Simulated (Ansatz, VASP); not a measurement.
# ZnS in VASP and in Ansatz

File INCAR:

```
PREC = Accurate
ENCUT = 520
EDIFF = 1E-6
ISMEAR = 0
SIGMA = 0.01
LREAL = F
LASPH = T
NELM = 100
ALGO = Normal
ISIF = 2
LWAVE = F
LCHARG = F
GGA = CA
NBANDS = 16
```

Contents of KPOINTS:

```
Automatic mesh
0
Gamma
  10 10 10
```

File POSCAR:

```
ZnS
1.0
    0.0000000000      2.6658839206      2.6658839206
    2.6658839206      0.0000000000      2.6658839206
    2.6658839206      2.6658839206      0.0000000000
Zn S
1 1
Direct
    0.0000000000      0.0000000000      0.0000000000
    0.7500000000      0.7500000000      0.7500000000
```

Input for Ansatz:

```yaml
crystal:
  lattice:
    - [0.0, 2.6658839206, 2.6658839206]
    - [2.6658839206, 0.0, 2.6658839206]
    - [2.6658839206, 2.6658839206, 0.0]
  atoms:
    - { symbol: Zn, position: [0.0, 0.0, 0.0] }
    - { symbol: S, position: [0.75, 0.75, 0.75] }
basis:
  ecutwfc: 420
kpoints:
  mp_grid: { grid: [10, 10, 10] }
hamiltonian:
  xc: lda
scf:
  occupations: { method: fixed }
output:
  forces: true
  stress: true
  eigenvalues: true
```

Alike in both runs: task single point; functional LDA; k mesh 10 × 10 × 10; no spin polarisation.

|  | VASP | Ansatz |
| --- | --- | --- |
| version | VASP 6.6.1 | Ansatz 0.2.0 |
| potentials or method | VASP PAW LDA potentials, release 64 (Zn, S), cutoff 520 eV | scalar-relativistic, plane waves, PAW |
| occupations | gaussian, width 0.01 eV | fixed |
| valence electrons in the cell | 18 | 18 |

Ansatz gave:

- gap on the k mesh at the Fermi level (eV): 2.04
- least direct gap on the mesh (eV): 2.04
- pressure (GPa): -1.6

**Question.** Estimate VASP's values.

**Answer.** gap on the k mesh at the Fermi level (eV): 2.07; least direct gap on the mesh (eV): 2.07; pressure (GPa): -1.4.

LDA's correlation is that of Perdew and Zunger in VASP and of Perdew and Wang (1992) in Ansatz.
